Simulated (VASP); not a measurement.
# BaO (Fm-3m) in VASP: single point with r2SCAN0

Aim: the single point of BaO with r2SCAN0.

All numbers are computed with VASP 6.6.1; they aren't measurements. Logs are shortened: lines on timing, memory, paths and dates and some standing lists are left out, and cuts for length are marked.

**1. The cell of the first run**

Symmetry: Fm-3m, No. 225, cubic system. Conventional cell: a = 5.544 Å, b = 5.544 Å, c = 5.544 Å, α = 90.00°, β = 90.00°, γ = 90.00°. Ba (site symmetry m-3m) has 6 O at 2.77 Å within 3.7 Å. O (site symmetry m-3m) has 6 Ba at 2.77 Å within 3.7 Å.

**2. Single point, r2SCAN0**

POSCAR

```
BaO
1.0
    0.0000000000      2.7719418017      2.7719418017
    2.7719418017      0.0000000000      2.7719418017
    2.7719418017      2.7719418017      0.0000000000
Ba O
1 1
Direct
    0.0000000000      0.0000000000      0.0000000000
    0.5000000000      0.5000000000      0.5000000000
```

INCAR.step1

```
SYSTEM = BaO
  PREC = Accurate
  ENCUT = 580
  EDIFF = 1E-5
  ISMEAR = 0
  SIGMA = 0.01
  LREAL = .FALSE.
  LASPH = .TRUE.
  NELM = 120
  ALGO = Normal
  ISIF = 2
  LWAVE = .TRUE.
  NBANDS = 15
  GGA = PE
  GGA_COMPAT = .FALSE.
```

INCAR.step2

```
SYSTEM = BaO
  PREC = Accurate
  ENCUT = 580
  EDIFF = 1E-6
  ISMEAR = 0
  SIGMA = 0.01
  LREAL = .FALSE.
  LASPH = .TRUE.
  NELM = 120
  ALGO = Normal
  ISIF = 2
  LWAVE = .FALSE.
  LCHARG = .TRUE.
  METAGGA = R2SCAN
  LHFCALC = .TRUE.
  AEXX = 0.25
  LMIXTAU = .TRUE.
  PRECFOCK = Normal
  LELF = .TRUE.
  LVHAR = .TRUE.
  NBANDS = 15
  ISTART = 1
  GGA_COMPAT = .FALSE.
```

KPOINTS

```
Automatic mesh
0
G
  6 6 6
  0 0 0
```

Potentials or basis: VASP PAW PBE potentials, release 64 (Ba_sv, O).

The run is started by

```
$ cat potpaw_PBE.64/Ba_sv/POTCAR potpaw_PBE.64/O/POTCAR > POTCAR
$ cp INCAR.step1 INCAR
$ mpirun -np 1 vasp_std > vasp.out
$ cp INCAR.step2 INCAR
$ mpirun -np 1 vasp_std > vasp.out
```

OUTCAR:

```text
SYSTEM = BaO
   PREC = Accurate
   ENCUT = 580
   EDIFF = 1E-6
   ISMEAR = 0
   LREAL = .FALSE.
   LASPH = .TRUE.
   NELM = 120
   ISIF = 2
   METAGGA = R2SCAN
   LHFCALC = .TRUE.
   AEXX = 0.25
   PRECFOCK = Normal
   ISTART = 1

 ion  position               nearest neighbor table
   1  0.000  0.000  0.000-   2 2.77   2 2.77   2 2.77   2 2.77   2 2.77   2 2.77
   2  0.500  0.500  0.500-   1 2.77   1 2.77   1 2.77   1 2.77   1 2.77   1 2.77

  LATTYP: Found a face centered cubic cell.
 ALAT       =     5.5438836034

  Lattice vectors:

 A1 = (   0.0000000000,   2.7719418017,   2.7719418017)
 A2 = (   2.7719418017,   0.0000000000,   2.7719418017)
 A3 = (   2.7719418017,   2.7719418017,   0.0000000000)

Analysis of symmetry for initial positions (statically):
=====================================================================
 Subroutine PRICEL returns:
 Original cell was already a primitive cell.

 Routine SETGRP: Setting up the symmetry group for a
 face centered cubic supercell.

 Subroutine GETGRP returns: Found 48 space group operations
 (whereof 48 operations were pure point group operations)
 out of a pool of 48 trial point group operations.

The static configuration has the point symmetry O_h .

Analysis of symmetry for dynamics (positions and initial velocities):
=====================================================================
 Subroutine PRICEL returns:
 Original cell was already a primitive cell.

 Routine SETGRP: Setting up the symmetry group for a
 face centered cubic supercell.

 Subroutine GETGRP returns: Found 48 space group operations
 (whereof 48 operations were pure point group operations)
 out of a pool of 48 trial point group operations.

The dynamic configuration has the point symmetry O_h .

 Subroutine INISYM returns: Found 48 space group operations
 (whereof 48 operations are pure point group operations),
 and found     1 'primitive' translations

----------------------------------------------------------------------------------------

                                     Primitive cell

  volume of cell :      42.5973

  direct lattice vectors                    reciprocal lattice vectors
     0.000000000  2.771941802  2.771941802    -0.180378967  0.180378967  0.180378967
     2.771941802  0.000000000  2.771941802     0.180378967 -0.180378967  0.180378967
     2.771941802  2.771941802  0.000000000     0.180378967  0.180378967 -0.180378967

  length of vectors
     3.920117690  3.920117690  3.920117690     0.312425536  0.312425536  0.312425536

  position of ions in fractional coordinates (direct lattice)
     0.000000000  0.000000000  0.000000000
     0.500000000  0.500000000  0.500000000

  ion indices of the primitive-cell ions
   primitive index   ion index
                 1           1
                 2           2

----------------------------------------------------------------------------------------

 KPOINTS: Automatic mesh

Automatic generation of k-mesh.
 Grid dimensions read from file:
 generate k-points for:    6    6    6

 Generating k-lattice:

  Cartesian coordinates                     Fractional coordinates (reciprocal lattice)
    -0.030063161  0.030063161  0.030063161     0.166666667  0.000000000  0.000000000
     0.030063161 -0.030063161  0.030063161     0.000000000  0.166666667  0.000000000
     0.030063161  0.030063161 -0.030063161     0.000000000  0.000000000  0.166666667

  Length of vectors
     0.052070923  0.052070923  0.052070923

  Shift w.r.t. Gamma in fractional coordinates (k-lattice)
     0.000000000  0.000000000  0.000000000

 Subroutine IBZKPT returns following result:
 ===========================================

 Found     16 irreducible k-points:

 Following reciprocal coordinates:
            Coordinates               Weight
  0.000000  0.000000  0.000000      1.000000
  0.166667  0.000000  0.000000      8.000000
  0.333333  0.000000  0.000000      8.000000
  0.500000  0.000000  0.000000      4.000000
  0.166667  0.166667  0.000000      6.000000
  0.333333  0.166667  0.000000     24.000000
[... 8 lines left out ...]
 -0.333333  0.333333  0.166667     24.000000
 -0.333333  0.500000  0.166667     12.000000
   k-points           NKPTS =     16   k-points in BZ     NKDIM =    216   number of bands    NBANDS=     15
   number of dos      NEDOS =    301   number of ions     NIONS =      2
   total plane-waves  NPLWV =  32768
   dimension x,y,z NGX =    32 NGY =   32 NGZ =   32
   dimension x,y,z NGXF=    64 NGYF=   64 NGZF=   64
   ions per type =               1   1
   NGX,Y,Z   is equivalent  to a cutoff of  13.57, 13.57, 13.57 a.u.
   NGXF,Y,Z  is equivalent  to a cutoff of  27.14, 27.14, 27.14 a.u.
 SYSTEM =  BaO
   PREC   = accura    normal or accurate (medium, high low for compatibility)
   ISTART =      1    job   : 0-new  1-cont  2-samecut
   ICHARG =      0    charge: 1-file 2-atom 10-const
   ISPIN  =      1    spin polarized calculation?
   LNONCOLLINEAR =      F non collinear calculations
   LSORBIT =      F    spin-orbit coupling
   LASPH  =      T    aspherical Exc in radial PAW
   ENCUT  =  580.0 eV  42.63 Ry    6.53 a.u.   7.70  7.70  7.70*2*pi/ulx,y,z
   NELM   =    120;   NELMIN=  2; NELMDL=  0     # of ELM steps
   EDIFF  = 0.1E-05   stopping-criterion for ELM
   LREAL  =      F    real-space projection
   EDIFFG = 0.1E-04   stopping-criterion for IOM
   NSW    =      0    number of steps for IOM
   IBRION =     -1    ionic relax: 0-MD 1-quasi-New 2-CG
   NFREE  =      0    steps in history (QN), initial steepest desc. (CG)
   ISIF   =      2    stress and relaxation
   ISYM   =      3    0-nonsym 1-usesym 2-fastsym
   POTIM  = 0.5000    time-step for ionic-motion
   TEBEG  =    0.0;   TEEND  =   0.0 temperature during run
   PSTRESS=    0.0 pullay stress
   NELECT =      16.0000    total number of electrons
   NUPDOWN=      -1.0000    fix difference up-down
   EMIN   =  10.00;   EMAX   =-10.00  energy-range for DOS
   EFERMI =   0.00;   METHOD = LEGACY
   ISMEAR =     0;   SIGMA  =   0.01  broadening in eV -4-tet -1-fermi 0-gaus
   EFERMI_NEDOS =   21; number of points for ismear=-14 and -15
   IALGO  =     38    algorithm
   IMIX   =      1    mixing-type and parameters
     AMIX     =   0.40;   BMIX     =  1.00
     AMIX_MAG =   1.60;   BMIX_MAG =  1.00
  volume/ion in A,a.u.               =      21.30       143.73
  Fermi-wavevector in a.u.,A,eV,Ry     =   1.181193  2.232130 18.983066  1.395216
  Thomas-Fermi vector in A             =   2.317471
   LORBIT       =      0    0 simple, 1 ext, 2 COOP (PROOUT), +10 PAW based schemes
   METAGGA = R2SCAN    functional components
   LHFCALC =     T    Hartree Fock is set to
   PRECFOCK=normal    Normal, Fast or Accurate (Low or Medium for compatibility)
   ENCUT4O =  -1.0   cutoff for four orbital integrals eV
   NKREDX  =     1    reduce k-point grid by
   NKREDY  =     1    reduce k-point grid by
   NKREDZ  =     1    reduce k-point grid by
   AEXX    =    0.2500 exact exchange contribution
   HFSCREEN=    0.0000 screening length (either q_TF or 0.3 A-1)
   HFSCREENC=   0.0000 screening length for correlation (either q_TF or 0.3 A-1)
   ENCUTFOCK=  -1.0 apply spherical cutoff to Coloumb kernel
   IVDW    =     0    specifies the selected vdW correction
   LEPSILON=     F    determine dielectric tensor
   LRPA    =     F    only Hartree local field effects (RPA)
 non-spin polarized calculation
 Gauss-broadening in eV      SIGMA  =   0.01
  energy-cutoff  :      580.00
  volume of cell :       42.60
 maximum number of plane-waves:      1363
  NGX = 24; NGY = 24; NGZ = 24

 number of electron      16.0000000 magnetization

 Free energy of the ion-electron system (eV)
  ---------------------------------------------------
  ext. energy  EPLUGINS =         0.00000000
  ---------------------------------------------------
  free energy    TOTEN  =       -34.12437377 eV

  energy without entropy =      -34.12437377  energy(sigma->0) =      -34.12437377

 E-fermi :   0.4219     XC(G=0):  -7.9312

 val. band max:        0.3491287583   @ k =   0.5000   0.5000   0.0000
 cond. band min:       4.5646083362   @ k =   0.5000   0.5000   0.0000
 fundamental gap:      4.2154795779
 Fermi energy:         0.4219380989

 k-point     1 :       0.0000    0.0000    0.0000
  band No.  band energies     occupation
      1     -27.5580      2.00000
      2     -16.7964      2.00000
      3     -10.6572      2.00000
      4     -10.6572      2.00000
      5     -10.6572      2.00000
      6      -0.0581      2.00000
      7      -0.0581      2.00000
      8      -0.0581      2.00000
      9       6.2899      0.00000
     10       7.5295      0.00000
     11       7.5295      0.00000
     12       7.5295      0.00000
     13      10.0074      0.00000
     14      10.0074      0.00000
     15      12.6811      0.00000

 k-point     2 :       0.1667    0.0000    0.0000
  band No.  band energies     occupation
      1     -27.4867      2.00000
      2     -16.9655      2.00000
      3     -10.7418      2.00000
      4     -10.6864      2.00000
      5     -10.6864      2.00000
      6      -0.5837      2.00000
      7      -0.4021      2.00000
      8      -0.4021      2.00000
      9       7.1690      0.00000
     10       7.5395      0.00000
     11       8.0714      0.00000
     12       8.0714      0.00000
     13      10.7452      0.00000
     14      10.7452      0.00000
     15      14.4073      0.00000
[... 221 lines left out ...]
      3     -11.5921      2.00000
      4     -11.5777      2.00000
      5     -10.7722      2.00000
      6      -1.2008      2.00000
      7      -0.2535      2.00000
      8      -0.2281      2.00000
      9       7.5174      0.00000
     10       7.7810      0.00000
     11      10.4451      0.00000
     12      11.6839      0.00000
     13      13.2785      0.00000
     14      15.2354      0.00000
     15      15.7232      0.00000

 k-point    16 :      -0.3333    0.5000    0.1667
  band No.  band energies     occupation
      1     -27.1816      2.00000
      2     -17.1370      2.00000
      3     -12.0482      2.00000
      4     -11.5610      2.00000
      5     -10.8921      2.00000
      6      -0.8095      2.00000
      7       0.0989      2.00000
      8       0.2226      2.00000
      9       5.9330      0.00000
     10       9.0701      0.00000
     11       9.7234      0.00000
     12      12.8523      0.00000
     13      12.9486      0.00000
     14      15.4888      0.00000
     15      15.5744      0.00000

------------------------ aborting loop because EDIFF is reached ----------------------------------------

  FORCE on cell =-STRESS in cart. coord.  units (eV):
  Direction    XX          YY          ZZ          XY          YZ          ZX
  --------------------------------------------------------------------------------------
  -------------------------------------------------------------------------------------
  Total        0.1256413      0.1256413      0.1256413      0.0000000      0.0000000     -0.0000000
  in kB        4.7256392      4.7256392      4.7256392      0.0000000      0.0000000     -0.0000000
  external PRESSURE =       4.7256392 kB  Pullay stress =       0.0000000 kB

 VOLUME and BASIS-vectors are now :
 -----------------------------------------------------------------------------
  energy-cutoff  :      580.00
  volume of cell :       42.60
      direct lattice vectors                 reciprocal lattice vectors
     0.000000000  2.771941802  2.771941802    -0.180378967  0.180378967  0.180378967
     2.771941802  0.000000000  2.771941802     0.180378967 -0.180378967  0.180378967
     2.771941802  2.771941802  0.000000000     0.180378967  0.180378967 -0.180378967

 POSITION                                       TOTAL-FORCE (eV/Angst)
 -----------------------------------------------------------------------------------
      0.00000      0.00000      0.00000        -0.000000     -0.000000     -0.000000
      2.77194      2.77194      2.77194         0.000000      0.000000      0.000000
 -----------------------------------------------------------------------------------
    total drift:                                0.000000      0.000000      0.000000

  FREE ENERGIE OF THE ION-ELECTRON SYSTEM (eV)
  ---------------------------------------------------
  free  energy   TOTEN  =       -34.1243737746 eV

  energy  without entropy=      -34.1243737746  energy(sigma->0) =      -34.12437377
```

Wall time 30 min (1 thread of AMD EPYC 7R13 (Zen 3), shared host); peak memory 0.18 GiB.

Results:

```
Free energy            : -34.1244 eV
Pressure               : 0.5 GPa
Band gap on the k mesh : 4.22 eV
```

Levels at points of the mesh, in eV from the valence-band top:
```csv
k point,band 4,band 5,band 6,band 7,band 8,band 9,band 10,band 11,band 12,band 13
"(0.00, 0.00, 0.00)",-11.01,-11.01,-0.41,-0.41,-0.41,5.94,7.18,7.18,7.18,9.66
"(0.50, 0.00, 0.00)",-11.12,-11.12,-2.10,-1.61,-1.61,7.38,9.88,9.88,10.63,13.55
"(0.50, 0.50, 0.00)",-11.64,-11.64,-0.19,-0.19,0.00,4.22,8.64,11.77,12.04,12.58
```

Caveat: the PAW data sets were made with another functional, which shifts forces and pressure a little; spin-orbit coupling is left out, which moves the levels of the heavy elements. A k mesh can miss the band edges.
